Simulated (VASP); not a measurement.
# CsPbBr3 (Pm-3m) in VASP: further runs

Aim: see how the results for CsPbBr3 move with the level of theory and the settings. Levels: PBEsol, LDA. Tasks: relaxation of cell and atoms.

Program: VASP 6.6.1. These are calculated values, not measurements. Logs are shortened: lines on timing, memory, paths and dates and some standing lists are left out, and cuts for length are marked.

## Step 1: The cell of the first run

It takes space group Pm-3m (No. 221, cubic). Conventional cell: a = 6.010 Å, b = 6.010 Å, c = 6.010 Å, α = 90.00°, β = 90.00°, γ = 90.00°. Cs (site symmetry m-3m) has 12 Br at 4.25 Å and 8 Pb at 5.20 Å within 5.6 Å. Pb (site symmetry m-3m) has 6 Br at 3.00 Å within 4.0 Å. Within 4.0 Å of Br (site symmetry 4/mmm) lie 2 Pb at 3.00 Å.

## Step 2: Relaxation of cell and atoms, PBEsol

INCAR

```
SYSTEM = CsPbBr3
PREC     = Accurate       ! precision mode
ENCUT    = 600            ! plane-wave cutoff, eV
EDIFF    = 1E-7           ! SCF threshold, eV
ISMEAR   = -1             ! smearing method
SIGMA    = 0.02           ! smearing width, eV
LREAL    = .FALSE.        ! projectors in reciprocal space
LASPH    = .TRUE.         ! aspherical terms in the spheres
NELM     = 60             ! most SCF steps
ALGO     = Normal         ! electronic algorithm
ISIF     = 3              ! what is computed and relaxed
LWAVE    = .FALSE.        ! write WAVECAR
LCHARG   = .FALSE.        ! write CHGCAR
GGA      = PS             ! functional
IBRION   = 2              ! ionic algorithm
NSW      = 80             ! ionic steps
EDIFFG   = -0.005         ! ionic threshold
```

KPOINTS

```
regular mesh
0
G
  4 4 4
  0 0 0
```

POSCAR

```
CsPbBr3
1.0
    6.0095124675      0.0000000000      0.0000000000
    0.0000000000      6.0095124675      0.0000000000
    0.0000000000      0.0000000000      6.0095124675
Cs Pb Br
1 1 3
Direct
    0.0000000000      0.0000000000      0.0000000000
    0.5000000000      0.5000000000      0.5000000000
    0.5000000000      0.5000000000      0.0000000000
    0.5000000000      0.0000000000      0.5000000000
    0.0000000000      0.5000000000      0.5000000000
```

Potentials or basis: VASP PAW PBE potentials, release 64 (Cs_sv, Pb_d, Br).

The run is started by

```console
$ cat potpaw_PBE.64/Cs_sv/POTCAR potpaw_PBE.64/Pb_d/POTCAR potpaw_PBE.64/Br/POTCAR > POTCAR
$ mpirun -np 1 vasp_std > vasp.out
```

OUTCAR:

```text
SYSTEM = CsPbBr3
   PREC = Accurate
   ENCUT = 600
   EDIFF = 1E-7
   ISMEAR = -1
   LREAL = .FALSE.
   LASPH = .TRUE.
   NELM = 60
   ISIF = 3
   GGA = PS
   IBRION = 2
   NSW = 80
   EDIFFG = -0.005

 ion  position               nearest neighbor table
   1  0.000  0.000  0.000-
   2  0.500  0.500  0.500-   3 3.00   4 3.00   5 3.00   3 3.00   4 3.00   5 3.00
   3  0.500  0.500  0.000-   2 3.00   2 3.00
   4  0.500  0.000  0.500-   2 3.00   2 3.00
   5  0.000  0.500  0.500-   2 3.00   2 3.00

  LATTYP: Found a simple cubic cell.
 ALAT       =     6.0095124675

  Lattice vectors:

 A1 = (   6.0095124675,   0.0000000000,   0.0000000000)
 A2 = (   0.0000000000,   6.0095124675,   0.0000000000)
 A3 = (   0.0000000000,   0.0000000000,   6.0095124675)

Analysis of symmetry for initial positions (statically):
=====================================================================
 Subroutine PRICEL returns:
 Original cell was already a primitive cell.

 Routine SETGRP: Setting up the symmetry group for a
 simple cubic supercell.

 Subroutine GETGRP returns: Found 48 space group operations
 (whereof 48 operations were pure point group operations)
 out of a pool of 48 trial point group operations.

The static configuration has the point symmetry O_h .

Analysis of symmetry for dynamics (positions and initial velocities):
=====================================================================
 Subroutine PRICEL returns:
 Original cell was already a primitive cell.

 Routine SETGRP: Setting up the symmetry group for a
 simple cubic supercell.

 Subroutine GETGRP returns: Found 48 space group operations
 (whereof 48 operations were pure point group operations)
 out of a pool of 48 trial point group operations.

The dynamic configuration has the point symmetry O_h .

 Subroutine INISYM returns: Found 48 space group operations
 (whereof 48 operations are pure point group operations),
 and found     1 'primitive' translations

----------------------------------------------------------------------------------------

                                     Primitive cell

  volume of cell :     217.0290

  direct lattice vectors                    reciprocal lattice vectors
     6.009512467  0.000000000  0.000000000     0.166402850  0.000000000  0.000000000
     0.000000000  6.009512467  0.000000000     0.000000000  0.166402850  0.000000000
     0.000000000  0.000000000  6.009512467     0.000000000  0.000000000  0.166402850

  length of vectors
     6.009512467  6.009512467  6.009512467     0.166402850  0.166402850  0.166402850

  position of ions in fractional coordinates (direct lattice)
     0.000000000  0.000000000  0.000000000
     0.500000000  0.500000000  0.500000000
     0.500000000  0.500000000  0.000000000
     0.500000000  0.000000000  0.500000000
     0.000000000  0.500000000  0.500000000

  ion indices of the primitive-cell ions
   primitive index   ion index
                 1           1
                 2           2
                 3           3
                 4           4
                 5           5

----------------------------------------------------------------------------------------

 KPOINTS: regular mesh

Automatic generation of k-mesh.
 Grid dimensions read from file:
 generate k-points for:    4    4    4

 Generating k-lattice:

  Cartesian coordinates                     Fractional coordinates (reciprocal lattice)
     0.041600712  0.000000000  0.000000000     0.250000000  0.000000000  0.000000000
     0.000000000  0.041600712  0.000000000     0.000000000  0.250000000  0.000000000
     0.000000000  0.000000000  0.041600712     0.000000000  0.000000000  0.250000000

  Length of vectors
     0.041600712  0.041600712  0.041600712

  Shift w.r.t. Gamma in fractional coordinates (k-lattice)
     0.000000000  0.000000000  0.000000000

 Subroutine IBZKPT returns following result:
 ===========================================

 Found     10 irreducible k-points:

 Following reciprocal coordinates:
            Coordinates               Weight
  0.000000  0.000000  0.000000      1.000000
  0.250000  0.000000  0.000000      6.000000
  0.500000  0.000000  0.000000      3.000000
  0.250000  0.250000  0.000000     12.000000
  0.500000  0.250000  0.000000     12.000000
  0.500000  0.500000  0.000000      3.000000
  0.250000  0.250000  0.250000      8.000000
  0.500000  0.250000  0.250000     12.000000
  0.500000  0.500000  0.250000      6.000000
  0.500000  0.500000  0.500000      1.000000
   k-points           NKPTS =     10   k-points in BZ     NKDIM =     10   number of bands    NBANDS=     26
   number of dos      NEDOS =    301   number of ions     NIONS =      5
   total plane-waves  NPLWV = 110592
   dimension x,y,z NGX =    48 NGY =   48 NGZ =   48
   dimension x,y,z NGXF=    96 NGYF=   96 NGZF=   96
   ions per type =               1   1   3
   NGX,Y,Z   is equivalent  to a cutoff of  13.28, 13.28, 13.28 a.u.
   NGXF,Y,Z  is equivalent  to a cutoff of  26.56, 26.56, 26.56 a.u.
 SYSTEM =  CsPbBr3
   PREC   = accura    normal or accurate (medium, high low for compatibility)
   ISTART =      0    job   : 0-new  1-cont  2-samecut
   ICHARG =      2    charge: 1-file 2-atom 10-const
   ISPIN  =      1    spin polarized calculation?
   LNONCOLLINEAR =      F non collinear calculations
   LSORBIT =      F    spin-orbit coupling
   LASPH  =      T    aspherical Exc in radial PAW
   ENCUT  =  600.0 eV  44.10 Ry    6.64 a.u.  12.00 12.00 12.00*2*pi/ulx,y,z
   NELM   =     60;   NELMIN=  2; NELMDL= -5     # of ELM steps
   EDIFF  = 0.1E-06   stopping-criterion for ELM
   LREAL  =      F    real-space projection
   EDIFFG = -.5E-02   stopping-criterion for IOM
   NSW    =     80    number of steps for IOM
   IBRION =      2    ionic relax: 0-MD 1-quasi-New 2-CG
   NFREE  =      1    steps in history (QN), initial steepest desc. (CG)
   ISIF   =      3    stress and relaxation
   ISYM   =      2    0-nonsym 1-usesym 2-fastsym
   POTIM  = 0.5000    time-step for ionic-motion
   TEBEG  =    0.0;   TEEND  =   0.0 temperature during run
   PSTRESS=    0.0 pullay stress
   NELECT =      44.0000    total number of electrons
   NUPDOWN=      -1.0000    fix difference up-down
   EMIN   =  10.00;   EMAX   =-10.00  energy-range for DOS
   EFERMI =   0.00;   METHOD = LEGACY
   ISMEAR =    -1;   SIGMA  =   0.02  broadening in eV -4-tet -1-fermi 0-gaus
   EFERMI_NEDOS =   21; number of points for ismear=-14 and -15
   IALGO  =     38    algorithm
   IMIX   =      4    mixing-type and parameters
     AMIX     =   0.40;   BMIX     =  1.00
     AMIX_MAG =   1.60;   BMIX_MAG =  1.00
  volume/ion in A,a.u.               =      43.41       292.92
  Fermi-wavevector in a.u.,A,eV,Ry     =   0.961730  1.817406 12.584362  0.924925
  Thomas-Fermi vector in A             =   2.091127
   LORBIT       =      0    0 simple, 1 ext, 2 COOP (PROOUT), +10 PAW based schemes
   GGA     = PS    functional components
   LHFCALC =     F    Hartree Fock is set to
   AEXX    =    0.0000 exact exchange contribution
   IVDW    =     0    specifies the selected vdW correction
   LEPSILON=     F    determine dielectric tensor
   LRPA    =     F    only Hartree local field effects (RPA)
 conjugate gradient relaxation of ions
 non-spin polarized calculation
  energy-cutoff  :      600.00
  volume of cell :      217.03
 maximum number of plane-waves:      7264
   NGX = 25   NGY = 25   NGZ = 25

--------------------------------------- Ionic step        1  -------------------------------------------

 number of electron      43.9999993 magnetization

 Free energy of the ion-electron system (eV)
  ---------------------------------------------------
  ext. energy  EPLUGINS =         0.00000000
  ---------------------------------------------------
  free energy    TOTEN  =       -16.72306739 eV

  energy without entropy =      -16.72306739  energy(sigma->0) =      -16.72306739

------------------------ aborting loop because EDIFF is reached ----------------------------------------

  FORCE on cell =-STRESS in cart. coord.  units (eV):
  Direction    XX          YY          ZZ          XY          YZ          ZX
  --------------------------------------------------------------------------------------
  -------------------------------------------------------------------------------------
  Total       -1.6019512     -1.6019512     -1.6019512     -0.0000000      0.0000000     -0.0000000
  in kB      -11.8261163    -11.8261163    -11.8261163     -0.0000000      0.0000000     -0.0000000
  external PRESSURE =     -11.8261163 kB  Pullay stress =       0.0000000 kB

 VOLUME and BASIS-vectors are now :
 -----------------------------------------------------------------------------
  energy-cutoff  :      600.00
  volume of cell :      217.03
      direct lattice vectors                 reciprocal lattice vectors
     6.009512467  0.000000000  0.000000000     0.166402850  0.000000000  0.000000000
     0.000000000  6.009512467  0.000000000     0.000000000  0.166402850  0.000000000
     0.000000000  0.000000000  6.009512467     0.000000000  0.000000000  0.166402850
[... 40 lines left out ...]
 POSITION                                       TOTAL-FORCE (eV/Angst)
 -----------------------------------------------------------------------------------
      0.00000      0.00000      0.00000        -0.000000     -0.000000      0.000000
      2.95831      2.95831      2.95831         0.000000      0.000000      0.000000
      2.95831      2.95831      0.00000        -0.000000     -0.000000      0.000000
      2.95831      0.00000      2.95831        -0.000000     -0.000000      0.000000
      0.00000      2.95831      2.95831        -0.000000     -0.000000      0.000000
 -----------------------------------------------------------------------------------
    total drift:                                0.000000     -0.000000     -0.000000

  FREE ENERGIE OF THE ION-ELECTRON SYSTEM (eV)
  ---------------------------------------------------
  free  energy   TOTEN  =       -16.7718178525 eV

  energy  without entropy=      -16.7718178525  energy(sigma->0) =      -16.77181785

--------------------------------------- Ionic step        3  -------------------------------------------

 number of electron      43.9999997 magnetization

 Free energy of the ion-electron system (eV)
  ---------------------------------------------------
  ext. energy  EPLUGINS =         0.00000000
  ---------------------------------------------------
  free energy    TOTEN  =       -16.77578591 eV

  energy without entropy =      -16.77578591  energy(sigma->0) =      -16.77578591

 E-fermi :   1.5374     XC(G=0):  -7.7862

 val. band max:        1.1235912000   @ k =   0.5000   0.5000   0.5000
 cond. band min:       2.5733857195   @ k =   0.5000   0.5000   0.5000
 fundamental gap:      1.4497945195
 Fermi energy:         1.5374255514

 k-point     1 :       0.0000    0.0000    0.0000
  band No.  band energies     occupation
      1     -20.2955      2.00000
      2     -15.6839      2.00000
      3     -15.6839      2.00000
      4     -15.5205      2.00000
      5     -15.5205      2.00000
      6     -15.5205      2.00000
[... 18 lines left out ...]
     25       5.1888      0.00000
     26       5.9263      0.00000
[... 281 lines left out ...]
 POSITION                                       TOTAL-FORCE (eV/Angst)
 -----------------------------------------------------------------------------------
      0.00000      0.00000      0.00000        -0.000000     -0.000000      0.000000
      2.94197      2.94197      2.94197         0.000000      0.000000      0.000000
      2.94197      2.94197      0.00000        -0.000000     -0.000000      0.000000
      2.94197      0.00000      2.94197        -0.000000     -0.000000      0.000000
      0.00000      2.94197      2.94197        -0.000000     -0.000000      0.000000
 -----------------------------------------------------------------------------------
    total drift:                                0.000000     -0.000000     -0.000000

  FREE ENERGIE OF THE ION-ELECTRON SYSTEM (eV)
  ---------------------------------------------------
  free  energy   TOTEN  =       -16.7757859143 eV

  energy  without entropy=      -16.7757859143  energy(sigma->0) =      -16.77578591

 reached required accuracy - stopping structural energy minimisation
```

Wall time 1.9 min (1 thread of AMD EPYC 9R45 (Zen 5), shared host); peak memory 0.35 GiB.

Results:

```
Free energy                           : -16.7758 eV
Relaxed volume                        : 40.74 Å³/atom
Relaxed cell                          : a = 5.884 Å, b = 5.884 Å, c = 5.884 Å, α = 90.00°, β = 90.00°, γ = 90.00°
Space group after relaxing (to 0.1 Å) : Pm-3m (No. 221)
Energy gained by relaxing             : 10.5 meV/atom
Ionic steps                           : 3
Pressure after relaxing               : 0.0 GPa
Band gap on the k mesh                : 1.45 eV
```

Step by step:
```csv
step,energy change (eV),largest force (eV/Å),pressure (GPa),volume (Å³)
1,0.0000,0.0000,-1.18,217.03
2,-0.0488,0.0000,-0.36,207.12
3,-0.0527,0.0000,-0.01,203.71
```

Final structure:
```
CELL_PARAMETERS angstrom
5.88394 0.00000 0.00000
0.00000 5.88394 0.00000
0.00000 0.00000 5.88394
ATOMIC_POSITIONS crystal
Cs 0.00000 0.00000 0.00000
Pb 0.50000 0.50000 0.50000
Br 0.50000 0.50000 0.00000
Br 0.50000 0.00000 0.50000
Br 0.00000 0.50000 0.50000
```

Caveat: the PAW data sets were made with another functional, which shifts forces and pressure a little; spin-orbit coupling is left out, which moves the levels of the heavy elements. A k mesh can miss the band edges.

## Step 3: Relaxation of cell and atoms, LDA

INCAR

```
ALGO     = Normal         # electronic algorithm
EDIFF    = 1E-6           # SCF threshold, eV
EDIFFG   = -0.005         # ionic threshold
ENCUT    = 600            # plane-wave cutoff, eV
GGA      = CA             # functional
IBRION   = 2              # ionic algorithm
ISIF     = 3              # what is computed and relaxed
ISMEAR   = -1             # smearing method
LASPH    = True           # aspherical terms in the spheres
LCHARG   = False          # write CHGCAR
LREAL    = False          # projectors in reciprocal space
LWAVE    = False          # write WAVECAR
NELM     = 60             # most SCF steps
NSW      = 80             # ionic steps
PREC     = Accurate       # precision mode
SIGMA    = 0.02           # smearing width, eV
```

KPOINTS

```
k-points
0
Gamma
  4 4 4
```

POSCAR is that of step 2.

Potentials or basis: VASP PAW LDA potentials, release 64 (Cs_sv, Pb_d, Br).

The run is started by

```console
$ cat potpaw_LDA.64/Cs_sv/POTCAR potpaw_LDA.64/Pb_d/POTCAR potpaw_LDA.64/Br/POTCAR > POTCAR
$ mpirun -np 1 vasp_std > vasp.out
```

Wall time 1.9 min (1 thread of AMD EPYC 9R45 (Zen 5), shared host); peak memory 0.28 GiB.

It converged, with:

| Item | Value |
| --- | --- |
| Free energy | -17.8041 eV |
| Relaxed volume | 38.71 Å³/atom |
| Relaxed cell | a = 5.785 Å, b = 5.785 Å, c = 5.785 Å, α = 90.00°, β = 90.00°, γ = 90.00° |
| Space group after relaxing (to 0.1 Å) | Pm-3m (No. 221) |
| Energy gained by relaxing | 35.8 meV/atom |
| Ionic steps | 4 |
| Pressure after relaxing | 0.0 GPa |
| Band gap on the k mesh | 1.16 eV |

The path:
| step | energy change (eV) | largest force (eV/Å) | pressure (GPa) | volume (Å³) |
| --- | --- | --- | --- | --- |
| 1 | 0.0000 | 0.0000 | -2.20 | 217.03 |
| 2 | -0.1688 | 0.0000 | -0.62 | 198.81 |
| 3 | -0.1791 | 0.0000 | -0.04 | 194.00 |
| 4 | -0.1791 | 0.0000 | 0.01 | 193.56 |

Final structure:
```
Cs Pb Br
1.0
     5.78457    0.00000    0.00000
     0.00000    5.78457    0.00000
     0.00000    0.00000    5.78457
Cs Pb Br
1 1 3
Direct
  0.00000 0.00000 0.00000
  0.50000 0.50000 0.50000
  0.50000 0.50000 0.00000
  0.50000 0.00000 0.50000
  0.00000 0.50000 0.50000
```

Levels at points of the mesh, in eV from the valence-band top:
```csv
k point,band 20,band 21,band 22,band 23,band 24,band 25
"(0.00, 0.00, 0.00)",-2.33,-2.33,-2.33,2.43,3.53,3.53
"(0.50, 0.00, 0.00)",-2.47,-2.47,-1.59,2.33,3.98,4.57
"(0.50, 0.50, 0.00)",-2.54,-1.94,-0.79,1.79,1.79,4.67
"(0.50, 0.50, 0.50)",-1.93,-1.93,0.00,1.16,1.16,1.16
```

Caveat: spin-orbit coupling is left out, which moves the levels of the heavy elements. A k mesh can miss the band edges.
